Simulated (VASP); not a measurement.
# CsBr (Pm-3m) in VASP: a series of runs, part 2 of 3

VASP 6.6.1. The steps go on from the part before.

### 4 Single point, PBEsol

This run uses another cell than the first one, of 39.37 Å³/atom, 1.064 times its volume.

Contents of INCAR:

```
SYSTEM = CsBr
ALGO     = Normal         ! electronic algorithm
EDIFF    = 1E-6           ! SCF threshold, eV
ENCUT    = 500            ! plane-wave cutoff, eV
GGA      = PS             ! functional
GGA_COMPAT= .FALSE.      
ISIF     = 2              ! what is computed and relaxed
ISMEAR   = 0              ! smearing method
LASPH    = .TRUE.         ! aspherical terms in the spheres
LCHARG   = .FALSE.        ! write CHGCAR
LREAL    = .FALSE.        ! projectors in reciprocal space
LWAVE    = .FALSE.        ! write WAVECAR
NBANDS   = 15             ! bands
NELM     = 120            ! most SCF steps
PREC     = Accurate       ! precision mode
SIGMA    = 0.01           ! smearing width, eV
```

Contents of KPOINTS:

```
k-points
0
G
  6 6 6
  0 0 0
```

Contents of POSCAR:

```
CsBr
1.0
    4.2860000000      0.0000000000      0.0000000000
    0.0000000000      4.2860000000      0.0000000000
    0.0000000000      0.0000000000      4.2860000000
Cs Br
1 1
Direct
    0.0000000000      0.0000000000      0.0000000000
    0.5000000000      0.5000000000      0.5000000000
```

Potentials or basis: VASP PAW PBE potentials, release 64 (Cs_sv, Br).

Run with:

```sh
> cat potpaw_PBE.64/Cs_sv/POTCAR potpaw_PBE.64/Br/POTCAR > POTCAR
> mpirun -np 1 vasp_std > vasp.out
```

OUTCAR:

```text
SYSTEM = CsBr
   EDIFF = 1E-6
   ENCUT = 500
   GGA = PS
   ISIF = 2
   ISMEAR = 0
   LASPH = .TRUE.
   LREAL = .FALSE.
   NELM = 120
   PREC = Accurate

 ion  position               nearest neighbor table
   1  0.000  0.000  0.000-
   2  0.500  0.500  0.500-

  LATTYP: Found a simple cubic cell.
 ALAT       =     4.2860000000

  Lattice vectors:

 A1 = (   4.2860000000,   0.0000000000,   0.0000000000)
 A2 = (   0.0000000000,   4.2860000000,   0.0000000000)
 A3 = (   0.0000000000,   0.0000000000,   4.2860000000)

Analysis of symmetry for initial positions (statically):
=====================================================================
 Subroutine PRICEL returns:
 Original cell was already a primitive cell.

 Routine SETGRP: Setting up the symmetry group for a
 simple cubic supercell.

 Subroutine GETGRP returns: Found 48 space group operations
 (whereof 48 operations were pure point group operations)
 out of a pool of 48 trial point group operations.

The static configuration has the point symmetry O_h .

Analysis of symmetry for dynamics (positions and initial velocities):
=====================================================================
 Subroutine PRICEL returns:
 Original cell was already a primitive cell.

 Routine SETGRP: Setting up the symmetry group for a
 simple cubic supercell.

 Subroutine GETGRP returns: Found 48 space group operations
 (whereof 48 operations were pure point group operations)
 out of a pool of 48 trial point group operations.

The dynamic configuration has the point symmetry O_h .

 Subroutine INISYM returns: Found 48 space group operations
 (whereof 48 operations are pure point group operations),
 and found     1 'primitive' translations

----------------------------------------------------------------------------------------

                                     Primitive cell

  volume of cell :      78.7329

  direct lattice vectors                    reciprocal lattice vectors
     4.286000000  0.000000000  0.000000000     0.233317779  0.000000000  0.000000000
     0.000000000  4.286000000  0.000000000     0.000000000  0.233317779  0.000000000
     0.000000000  0.000000000  4.286000000     0.000000000  0.000000000  0.233317779

  length of vectors
     4.286000000  4.286000000  4.286000000     0.233317779  0.233317779  0.233317779

  position of ions in fractional coordinates (direct lattice)
     0.000000000  0.000000000  0.000000000
     0.500000000  0.500000000  0.500000000

  ion indices of the primitive-cell ions
   primitive index   ion index
                 1           1
                 2           2

----------------------------------------------------------------------------------------

 KPOINTS: k-points

Automatic generation of k-mesh.
 Grid dimensions read from file:
 generate k-points for:    6    6    6

 Generating k-lattice:

  Cartesian coordinates                     Fractional coordinates (reciprocal lattice)
     0.038886296  0.000000000  0.000000000     0.166666667  0.000000000  0.000000000
     0.000000000  0.038886296  0.000000000     0.000000000  0.166666667  0.000000000
     0.000000000  0.000000000  0.038886296     0.000000000  0.000000000  0.166666667

  Length of vectors
     0.038886296  0.038886296  0.038886296

  Shift w.r.t. Gamma in fractional coordinates (k-lattice)
     0.000000000  0.000000000  0.000000000

 Subroutine IBZKPT returns following result:
 ===========================================

 Found     20 irreducible k-points:

 Following reciprocal coordinates:
            Coordinates               Weight
  0.000000  0.000000  0.000000      1.000000
  0.166667  0.000000  0.000000      6.000000
  0.333333  0.000000  0.000000      6.000000
  0.500000  0.000000  0.000000      3.000000
  0.166667  0.166667  0.000000     12.000000
  0.333333  0.166667  0.000000     24.000000
[... 12 lines left out ...]
  0.500000  0.500000  0.333333      6.000000
  0.500000  0.500000  0.500000      1.000000
   k-points           NKPTS =     20   k-points in BZ     NKDIM =     20   number of bands    NBANDS=     15
   number of dos      NEDOS =    301   number of ions     NIONS =      2
   total plane-waves  NPLWV =  32768
   dimension x,y,z NGX =    32 NGY =   32 NGZ =   32
   dimension x,y,z NGXF=    64 NGYF=   64 NGZF=   64
   ions per type =               1   1
   NGX,Y,Z   is equivalent  to a cutoff of  12.41, 12.41, 12.41 a.u.
   NGXF,Y,Z  is equivalent  to a cutoff of  24.82, 24.82, 24.82 a.u.
 SYSTEM =  CsBr
   PREC   = accura    normal or accurate (medium, high low for compatibility)
   ISTART =      0    job   : 0-new  1-cont  2-samecut
   ICHARG =      2    charge: 1-file 2-atom 10-const
   ISPIN  =      1    spin polarized calculation?
   LNONCOLLINEAR =      F non collinear calculations
   LSORBIT =      F    spin-orbit coupling
   LASPH  =      T    aspherical Exc in radial PAW
   ENCUT  =  500.0 eV  36.75 Ry    6.06 a.u.   7.81  7.81  7.81*2*pi/ulx,y,z
   NELM   =    120;   NELMIN=  2; NELMDL= -5     # of ELM steps
   EDIFF  = 0.1E-05   stopping-criterion for ELM
   LREAL  =      F    real-space projection
   EDIFFG = 0.1E-04   stopping-criterion for IOM
   NSW    =      0    number of steps for IOM
   IBRION =     -1    ionic relax: 0-MD 1-quasi-New 2-CG
   NFREE  =      0    steps in history (QN), initial steepest desc. (CG)
   ISIF   =      2    stress and relaxation
   ISYM   =      2    0-nonsym 1-usesym 2-fastsym
   POTIM  = 0.5000    time-step for ionic-motion
   TEBEG  =    0.0;   TEEND  =   0.0 temperature during run
   PSTRESS=    0.0 pullay stress
   NELECT =      16.0000    total number of electrons
   NUPDOWN=      -1.0000    fix difference up-down
   EMIN   =  10.00;   EMAX   =-10.00  energy-range for DOS
   EFERMI =   0.00;   METHOD = LEGACY
   ISMEAR =     0;   SIGMA  =   0.01  broadening in eV -4-tet -1-fermi 0-gaus
   EFERMI_NEDOS =   21; number of points for ismear=-14 and -15
   IALGO  =     38    algorithm
   IMIX   =      4    mixing-type and parameters
     AMIX     =   0.40;   BMIX     =  1.00
     AMIX_MAG =   1.60;   BMIX_MAG =  1.00
  volume/ion in A,a.u.               =      39.37       265.66
  Fermi-wavevector in a.u.,A,eV,Ry     =   0.962489  1.818841 12.604247  0.926386
  Thomas-Fermi vector in A             =   2.091953
   LORBIT       =      0    0 simple, 1 ext, 2 COOP (PROOUT), +10 PAW based schemes
   GGA     = PS    functional components
   LHFCALC =     F    Hartree Fock is set to
   AEXX    =    0.0000 exact exchange contribution
   IVDW    =     0    specifies the selected vdW correction
   LEPSILON=     F    determine dielectric tensor
   LRPA    =     F    only Hartree local field effects (RPA)
 non-spin polarized calculation
 Gauss-broadening in eV      SIGMA  =   0.01
  energy-cutoff  :      500.00
  volume of cell :       78.73
 maximum number of plane-waves:      2016
 NGX is ok and might be reduce to    32
   NGX = 15   NGY = 15   NGZ = 15

 number of electron      15.9999999 magnetization

 Free energy of the ion-electron system (eV)
  ---------------------------------------------------
  ext. energy  EPLUGINS =         0.00000000
  ---------------------------------------------------
  free energy    TOTEN  =        -6.34476969 eV

  energy without entropy =       -6.34476969  energy(sigma->0) =       -6.34476969

 E-fermi :  -0.3515     XC(G=0):  -8.2777

 val. band max:       -0.4116517496   @ k =   0.0000   0.0000   0.0000
 cond. band min:       3.9147492518   @ k =   0.0000   0.0000   0.0000
 fundamental gap:      4.3264010015
 Fermi energy:        -0.3515119603

 k-point     1 :       0.0000    0.0000    0.0000
  band No.  band energies     occupation
      1     -20.1629      2.00000
      2     -12.7953      2.00000
      3      -6.7381      2.00000
      4      -6.7381      2.00000
      5      -6.7381      2.00000
      6      -0.4117      2.00000
      7      -0.4117      2.00000
      8      -0.4117      2.00000
      9       3.9147      0.00000
     10       4.3891      0.00000
     11       4.3891      0.00000
     12       8.6935      0.00000
     13       8.6935      0.00000
     14       8.6935      0.00000
[... 329 lines left out ...]
      2     -12.6123      2.00000
      3      -7.1522      2.00000
      4      -7.1522      2.00000
      5      -7.1522      2.00000
      6      -1.6247      2.00000
      7      -1.6247      2.00000
      8      -1.6247      2.00000
      9       7.8537      0.00000
     10       7.8537      0.00000
     11       7.8537      0.00000
     12       8.6260      0.00000
     13       8.6260      0.00000
     14       8.6260      0.00000
     15      10.9971      0.00000

------------------------ aborting loop because EDIFF is reached ----------------------------------------

  FORCE on cell =-STRESS in cart. coord.  units (eV):
  Direction    XX          YY          ZZ          XY          YZ          ZX
  --------------------------------------------------------------------------------------
  -------------------------------------------------------------------------------------
  Total       -0.1958975     -0.1958975     -0.1958975      0.0000000      0.0000000      0.0000000
  in kB       -3.9864186     -3.9864186     -3.9864186      0.0000000      0.0000000      0.0000000
  external PRESSURE =      -3.9864186 kB  Pullay stress =       0.0000000 kB

 VOLUME and BASIS-vectors are now :
 -----------------------------------------------------------------------------
  energy-cutoff  :      500.00
  volume of cell :       78.73
      direct lattice vectors                 reciprocal lattice vectors
     4.286000000  0.000000000  0.000000000     0.233317779  0.000000000  0.000000000
     0.000000000  4.286000000  0.000000000     0.000000000  0.233317779  0.000000000
     0.000000000  0.000000000  4.286000000     0.000000000  0.000000000  0.233317779

 POSITION                                       TOTAL-FORCE (eV/Angst)
 -----------------------------------------------------------------------------------
      0.00000      0.00000      0.00000         0.000000      0.000000      0.000000
      2.14300      2.14300      2.14300         0.000000      0.000000      0.000000
 -----------------------------------------------------------------------------------
    total drift:                                0.000000      0.000000     -0.000000

  FREE ENERGIE OF THE ION-ELECTRON SYSTEM (eV)
  ---------------------------------------------------
  free  energy   TOTEN  =        -6.3447696886 eV

  energy  without entropy=       -6.3447696886  energy(sigma->0) =       -6.34476969
```

It took 12 s on 1 thread of Intel Xeon Platinum 8488C (Sapphire Rapids), shared host; peak memory 0.18 GiB.

What came out:

| Quantity | Value |
| --- | --- |
| Free energy | -6.3448 eV |
| Pressure | -0.4 GPa |
| Band gap on the k mesh | 4.33 eV, direct |

Levels at points of the mesh, in eV from the valence-band top:
```csv
k point,band 5,band 6,band 7,band 8,band 9,band 10,band 11,band 12
"(0.00, 0.00, 0.00)",-6.33,0.00,0.00,0.00,4.33,4.80,4.80,9.11
"(0.50, 0.00, 0.00)",-6.22,-1.37,-0.22,-0.22,5.84,7.21,7.60,8.18
"(0.50, 0.50, 0.00)",-6.15,-0.59,-0.59,0.00,5.14,5.38,7.16,7.16
"(0.50, 0.50, 0.50)",-6.74,-1.21,-1.21,-1.21,8.27,8.27,8.27,9.04
```

Caveat: the PAW data sets were made with another functional, which shifts forces and pressure a little; spin-orbit coupling is left out, which moves the levels of the heavy elements. A hybrid or GW would open this gap; PBEsol tends to underestimate it.

(Continued in part 3 of 3.)
